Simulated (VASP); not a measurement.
# ZnS (R3m) in VASP: further runs

The runs below take ZnS through single point, with r2SCAN.

Program: VASP 6.6.1. These are calculated values, not measurements. Logs are shortened: lines on timing, memory, paths and dates and some standing lists are left out, and cuts for length are marked.

## 1. The cell of the first run

It takes space group R3m (No. 160, trigonal). Conventional cell: a = 3.811 Å, b = 3.811 Å, c = 9.334 Å, α = 90.00°, β = 90.00°, γ = 120.00°. Within 3.0 Å of Zn (site symmetry 3m) lie 4 S at 2.24 to 2.71 Å. Within 3.0 Å of S (site symmetry 3m) lie 4 Zn at 2.24 to 2.71 Å.

## 2. Single point, r2SCAN

Input file POSCAR:

```
ZnS
1.0
    0.0000000000      2.6945131942      2.6945131942
    2.6945131942      0.0000000000      2.6945131942
    2.6945131942      2.6945131942      0.0000000000
Zn S
1 1
Direct
    0.0000000000      0.0000000000      0.0000000000
    0.8705262335      0.7098245888      0.7098245888
```

Input file INCAR.step1:

```
PREC = Accurate
ENCUT = 520
ISMEAR = 0
SIGMA = 0.05
LREAL = F
LASPH = T
NELM = 100
NBANDS = 16
GGA = PE
ALGO = Normal
EDIFF = 1E-4
LWAVE = T
LCHARG = F
```

Input file INCAR.step2:

```
PREC = Accurate
ENCUT = 520
EDIFF = 1E-6
ISMEAR = 0
SIGMA = 0.05
LREAL = F
LASPH = T
NELM = 100
ALGO = Normal
ISIF = 2
LWAVE = F
LCHARG = T
METAGGA = R2SCAN
LMIXTAU = T
LELF = T
LVHAR = T
NBANDS = 16
ISTART = 1
```

Input file KPOINTS:

```
Automatic mesh
0
Gamma
  8 8 8
```

Potentials or basis: VASP PAW PBE potentials, release 64 (Zn, S).

Run with:

```sh
$ cat potpaw_PBE.64/Zn/POTCAR potpaw_PBE.64/S/POTCAR > POTCAR
$ cp INCAR.step1 INCAR
$ mpirun -np 1 vasp_std > vasp.out
$ cp INCAR.step2 INCAR
$ mpirun -np 1 vasp_std > vasp.out
```

OUTCAR:

```text
PREC = Accurate
   ENCUT = 520
   EDIFF = 1E-6
   ISMEAR = 0
   LREAL = F
   LASPH = T
   NELM = 100
   ISIF = 2
   METAGGA = R2SCAN
   ISTART = 1

 ion  position               nearest neighbor table
   1  0.000  0.000  0.000-   2 2.24   2 2.24   2 2.24   2 2.71
   2  0.871  0.710  0.710-   1 2.24   1 2.24   1 2.24   1 2.71

  LATTYP: Found a face centered cubic cell.
 ALAT       =     5.3890263884

  Lattice vectors:

 A1 = (   0.0000000000,   2.6945131942,   2.6945131942)
 A2 = (   2.6945131942,   0.0000000000,   2.6945131942)
 A3 = (   2.6945131942,   2.6945131942,   0.0000000000)

Analysis of symmetry for initial positions (statically):
=====================================================================
 Subroutine PRICEL returns:
 Original cell was already a primitive cell.

 Routine SETGRP: Setting up the symmetry group for a
 face centered cubic supercell.

 Subroutine GETGRP returns: Found  6 space group operations
 (whereof  6 operations were pure point group operations)
 out of a pool of 48 trial point group operations.

The static configuration has the point symmetry C_3v.

Analysis of symmetry for dynamics (positions and initial velocities):
=====================================================================
 Subroutine PRICEL returns:
 Original cell was already a primitive cell.

 Routine SETGRP: Setting up the symmetry group for a
 face centered cubic supercell.

 Subroutine GETGRP returns: Found  6 space group operations
 (whereof  6 operations were pure point group operations)
 out of a pool of 48 trial point group operations.

The dynamic configuration has the point symmetry C_3v.

 Subroutine INISYM returns: Found  6 space group operations
 (whereof  6 operations are pure point group operations),
 and found     1 'primitive' translations

----------------------------------------------------------------------------------------

                                     Primitive cell

  volume of cell :      39.1265

  direct lattice vectors                    reciprocal lattice vectors
     0.000000000  2.694513194  2.694513194    -0.185562276  0.185562276  0.185562276
     2.694513194  0.000000000  2.694513194     0.185562276 -0.185562276  0.185562276
     2.694513194  2.694513194  0.000000000     0.185562276  0.185562276 -0.185562276

  length of vectors
     3.810617103  3.810617103  3.810617103     0.321403289  0.321403289  0.321403289

  position of ions in fractional coordinates (direct lattice)
     0.000000000  0.000000000  0.000000000
     0.870526234  0.709824589  0.709824589

  ion indices of the primitive-cell ions
   primitive index   ion index
                 1           1
                 2           2

----------------------------------------------------------------------------------------

 KPOINTS: Automatic mesh

Automatic generation of k-mesh.
 Grid dimensions read from file:
 generate k-points for:    8    8    8

 Generating k-lattice:

  Cartesian coordinates                     Fractional coordinates (reciprocal lattice)
    -0.023195284  0.023195284  0.023195284     0.125000000  0.000000000  0.000000000
     0.023195284 -0.023195284  0.023195284     0.000000000  0.125000000  0.000000000
     0.023195284  0.023195284 -0.023195284     0.000000000  0.000000000  0.125000000

  Length of vectors
     0.040175411  0.040175411  0.040175411

  Shift w.r.t. Gamma in fractional coordinates (k-lattice)
     0.000000000  0.000000000  0.000000000

 Subroutine IBZKPT returns following result:
 ===========================================

 Found     65 irreducible k-points:

 Following reciprocal coordinates:
            Coordinates               Weight
  0.000000  0.000000  0.000000      1.000000
  0.125000  0.000000  0.000000      2.000000
  0.000000  0.125000  0.000000      6.000000
  0.250000  0.000000  0.000000      2.000000
  0.000000  0.250000  0.000000      6.000000
  0.375000  0.000000  0.000000      2.000000
[... 16 lines left out ...]
 -0.250000  0.125000  0.000000      6.000000
  0.000000 -0.250000  0.125000     12.000000
 [... further k-points ...]
   k-points           NKPTS =     65   k-points in BZ     NKDIM =     65   number of bands    NBANDS=     16
   number of dos      NEDOS =    301   number of ions     NIONS =      2
   total plane-waves  NPLWV =  21952
   dimension x,y,z NGX =    28 NGY =   28 NGZ =   28
   dimension x,y,z NGXF=    56 NGYF=   56 NGZF=   56
   ions per type =               1   1
   NGX,Y,Z   is equivalent  to a cutoff of  12.22, 12.22, 12.22 a.u.
   NGXF,Y,Z  is equivalent  to a cutoff of  24.43, 24.43, 24.43 a.u.
 SYSTEM =  unknown system
   PREC   = accura    normal or accurate (medium, high low for compatibility)
   ISTART =      1    job   : 0-new  1-cont  2-samecut
   ICHARG =      0    charge: 1-file 2-atom 10-const
   ISPIN  =      1    spin polarized calculation?
   LNONCOLLINEAR =      F non collinear calculations
   LSORBIT =      F    spin-orbit coupling
   LASPH  =      T    aspherical Exc in radial PAW
   ENCUT  =  520.0 eV  38.22 Ry    6.18 a.u.   7.09  7.09  7.09*2*pi/ulx,y,z
   NELM   =    100;   NELMIN=  2; NELMDL=  0     # of ELM steps
   EDIFF  = 0.1E-05   stopping-criterion for ELM
   LREAL  =      F    real-space projection
   EDIFFG = 0.1E-04   stopping-criterion for IOM
   NSW    =      0    number of steps for IOM
   IBRION =     -1    ionic relax: 0-MD 1-quasi-New 2-CG
   NFREE  =      0    steps in history (QN), initial steepest desc. (CG)
   ISIF   =      2    stress and relaxation
   ISYM   =      2    0-nonsym 1-usesym 2-fastsym
   POTIM  = 0.5000    time-step for ionic-motion
   TEBEG  =    0.0;   TEEND  =   0.0 temperature during run
   PSTRESS=    0.0 pullay stress
   NELECT =      18.0000    total number of electrons
   NUPDOWN=      -1.0000    fix difference up-down
   EMIN   =  10.00;   EMAX   =-10.00  energy-range for DOS
   EFERMI =   0.00;   METHOD = LEGACY
   ISMEAR =     0;   SIGMA  =   0.05  broadening in eV -4-tet -1-fermi 0-gaus
   EFERMI_NEDOS =   21; number of points for ismear=-14 and -15
   IALGO  =     38    algorithm
   IMIX   =      4    mixing-type and parameters
     AMIX     =   0.40;   BMIX     =  1.00
     AMIX_MAG =   1.60;   BMIX_MAG =  1.00
  volume/ion in A,a.u.               =      19.56       132.02
  Fermi-wavevector in a.u.,A,eV,Ry     =   1.263791  2.388219 21.730795  1.597168
  Thomas-Fermi vector in A             =   2.397130
   LORBIT       =      0    0 simple, 1 ext, 2 COOP (PROOUT), +10 PAW based schemes
   METAGGA = R2SCAN    functional components
   LHFCALC =     F    Hartree Fock is set to
   AEXX    =    0.0000 exact exchange contribution
   IVDW    =     0    specifies the selected vdW correction
   LEPSILON=     F    determine dielectric tensor
   LRPA    =     F    only Hartree local field effects (RPA)
 non-spin polarized calculation
 Gauss-broadening in eV      SIGMA  =   0.05
  energy-cutoff  :      520.00
  volume of cell :       39.13
 maximum number of plane-waves:      1067
   NGX = 15   NGY = 15   NGZ = 15

 number of electron      18.0000007 magnetization

 Free energy of the ion-electron system (eV)
  ---------------------------------------------------
  ext. energy  EPLUGINS =         0.00000000
  ---------------------------------------------------
  free energy    TOTEN  =       -18.63507801 eV

  energy without entropy =      -18.63507801  energy(sigma->0) =      -18.63507801

 E-fermi :   2.1561     XC(G=0): -10.3171

 val. band max:        1.9384943172   @ k =   0.0000   0.0000   0.0000
 cond. band min:       4.6680212010   @ k =   0.0000   0.0000   0.0000
 fundamental gap:      2.7295268838
 Fermi energy:         2.1561043830

 k-point     1 :       0.0000    0.0000    0.0000
  band No.  band energies     occupation
      1     -11.9036      2.00000
      2      -4.9321      2.00000
      3      -4.9320      2.00000
      4      -4.4553      2.00000
      5      -4.2326      2.00000
      6      -4.2326      2.00000
[... 8 lines left out ...]
     15      14.1330      0.00000
     16      14.1330      0.00000

 k-point     2 :       0.1250    0.0000    0.0000
  band No.  band energies     occupation
      1     -11.7968      2.00000
      2      -4.9273      2.00000
      3      -4.9271      2.00000
      4      -4.4442      2.00000
      5      -4.2286      2.00000
      6      -4.2286      2.00000
[... 8 lines left out ...]
     15      13.7439      0.00000
     16      15.3248      0.00000

 k-point     3 :       0.0000    0.1250    0.0000
  band No.  band energies     occupation
      1     -11.7781      2.00000
      2      -4.9358      2.00000
      3      -4.8875      2.00000
      4      -4.4452      2.00000
      5      -4.2379      2.00000
      6      -4.2342      2.00000
[... 8 lines left out ...]
     15      13.4791      0.00000
     16      14.9884      0.00000

 k-point     4 :       0.2500    0.0000    0.0000
  band No.  band energies     occupation
      1     -11.5212      2.00000
      2      -4.9183      2.00000
      3      -4.9182      2.00000
      4      -4.3773      2.00000
      5      -4.2156      2.00000
      6      -4.2156      2.00000
[... 8 lines left out ...]
     15      13.8047      0.00000
     16      14.5120      0.00000
[... 324 lines left out ...]
 k-point    22 :       0.1250    0.0000   -0.3750
  band No.  band energies     occupation
      1     -10.9380      2.00000
      2      -4.7694      2.00000
      3      -4.6481      2.00000
      4      -4.3852      2.00000
      5      -4.2520      2.00000
      6      -4.0689      2.00000
[... 8 lines left out ...]
     15      15.0169      0.00000
     16      17.2387      0.00000

 k-point    23 :      -0.2500    0.1250    0.0000
  band No.  band energies     occupation
      1     -11.3217      2.00000
      2      -4.9198      2.00000
      3      -4.8676      2.00000
      4      -4.3613      2.00000
      5      -4.2306      2.00000
      6      -4.1577      2.00000
[... 8 lines left out ...]
     15      15.2199      0.00000
     16      15.8867      0.00000

 k-point    24 :       0.0000   -0.2500    0.1250
  band No.  band energies     occupation
      1     -11.2279      2.00000
      2      -4.8556      2.00000
      3      -4.6871      2.00000
      4      -4.4133      2.00000
      5      -4.2417      2.00000
      6      -4.2306      2.00000
[... 8 lines left out ...]
     15      14.6635      0.00000
     16      15.6880      0.00000

 [... further k-points ...]

------------------------ aborting loop because EDIFF is reached ----------------------------------------

  FORCE on cell =-STRESS in cart. coord.  units (eV):
  Direction    XX          YY          ZZ          XY          YZ          ZX
  --------------------------------------------------------------------------------------
  -------------------------------------------------------------------------------------
  Total        0.6785473      0.6785473      0.6785473      0.5555213     -0.5555213      0.5555213
  in kB       27.7856004     27.7856004     27.7856004     22.7478483    -22.7478483     22.7478483
  external PRESSURE =      27.7856004 kB  Pullay stress =       0.0000000 kB

 VOLUME and BASIS-vectors are now :
 -----------------------------------------------------------------------------
  energy-cutoff  :      520.00
  volume of cell :       39.13
      direct lattice vectors                 reciprocal lattice vectors
     0.000000000  2.694513194  2.694513194    -0.185562276  0.185562276  0.185562276
     2.694513194  0.000000000  2.694513194     0.185562276 -0.185562276  0.185562276
     2.694513194  2.694513194  0.000000000     0.185562276  0.185562276 -0.185562276

 POSITION                                       TOTAL-FORCE (eV/Angst)
 -----------------------------------------------------------------------------------
      0.00000      0.00000      0.00000        -0.491993      0.491993      0.491993
      3.82526      4.25828      4.25828         0.491993     -0.491993     -0.491993
 -----------------------------------------------------------------------------------
    total drift:                                0.006501     -0.006697     -0.006698

  FREE ENERGIE OF THE ION-ELECTRON SYSTEM (eV)
  ---------------------------------------------------
  free  energy   TOTEN  =       -18.6350780127 eV

  energy  without entropy=      -18.6350780127  energy(sigma->0) =      -18.63507801
```

Run time: 98 s. Hardware: 1 thread of Intel Xeon Platinum 8375C at 2.90GHz (Ice Lake), shared host; peak memory 0.18 GiB.

Results:

* Free energy: -18.6351 eV
* Pressure: 2.8 GPa
* Largest force: 0.852 eV/Å
* Band gap on the k mesh: 2.73 eV, direct

Forces in eV/Å, atoms in the order of the input:
```
Zn  -0.492  0.492  0.492
S    0.492 -0.492 -0.492
```

Stress tensor (GPa, compression positive):
```
 2.78  2.27  2.27
 2.27  2.78 -2.27
 2.27 -2.27  2.78
```

Caveat: the cell differs from its parent crystal (all S atoms moved -0.375 Å, as atom 2 towards its neighbour atom 1 (Zn) at 2.334 Å); the PAW data sets were made with another functional, which shifts forces and pressure a little.

(Continued in part 2 of 2.)
